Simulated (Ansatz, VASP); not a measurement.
# One calculation of Ti, two programs

```
Ti
1.0
     2.79725    0.00000    0.00000
    -1.39862    2.42249    0.00000
     0.00000    0.00000    4.86510
Ti
2
Direct
  0.33333 0.66667 0.25000
  0.66667 0.33333 0.75000
```

Alike in both runs: task single point; functional r2SCAN; k mesh 18 × 18 × 10; occupations gaussian, width 0.1 eV; no spin polarisation.

```csv
,VASP,Ansatz
version,VASP 6.6.1,Ansatz 0.2.0
potentials or method,"VASP PAW PBE potentials, release 64 (Ti_sv), cutoff 520 eV","scalar-relativistic, plane waves, PAW"
valence electrons in the cell,24,24
```

|  | VASP | Ansatz | Ansatz less VASP |
| --- | --- | --- | --- |
| gap on the k mesh at the Fermi level (eV) | none | none | - |
| pressure (GPa) | 6.6 | 6.2 | -0.41 |
| traceless stress, the component that is largest in VASP (GPa) | -8.58 | -8.53 | +0.047 |

VASP's potentials were made for PBE, not for r2SCAN. A gap of «none» marks a metal or a gap that the smearing closes.
